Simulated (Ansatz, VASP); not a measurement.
One calculation of CsH, two programs

```xyz
2
Lattice="3.7808 0.0000 0.0000 0.0000 3.7808 0.0000 0.0000 0.0000 3.8948" Properties=species:S:1:pos:R:3 pbc="T T T"
Cs    0.0000    0.0000    0.0000
H     1.8904    1.8904    1.9474
```

Change from the starting cell: z stretched by +2 % at fixed volume, crystal datasets.

Alike in both runs: task electric field gradients; functional r2SCAN; k mesh 8 × 8 × 8; occupations fermi-dirac, width 0.01 eV; no spin polarisation.

```csv
,VASP,Ansatz
version,VASP 6.6.1,Ansatz 0.2.0
potentials or method,"VASP PAW PBE potentials, release 64 (Cs_sv, H), cutoff 520 eV","all-electron PAW with datasets made for the crystal, scalar-relativistic"
```

```csv
,VASP,Ansatz,Ansatz less VASP
gap on the k mesh at the Fermi level (eV),3.00,3.04,+0.033
pressure (GPa),0.0,0.0,-0.05
"traceless stress, the component that is largest in VASP (GPa)",-0.87,-0.86,+0.009
size of Vzz on the site where it differs most (V/Å²),13.4,14.3,+0.82
```

VASP's potentials were made for PBE, not for r2SCAN. Ansatz ran all-electron here, and VASP with PAW potentials.

Spin-orbit coupling is off throughout.
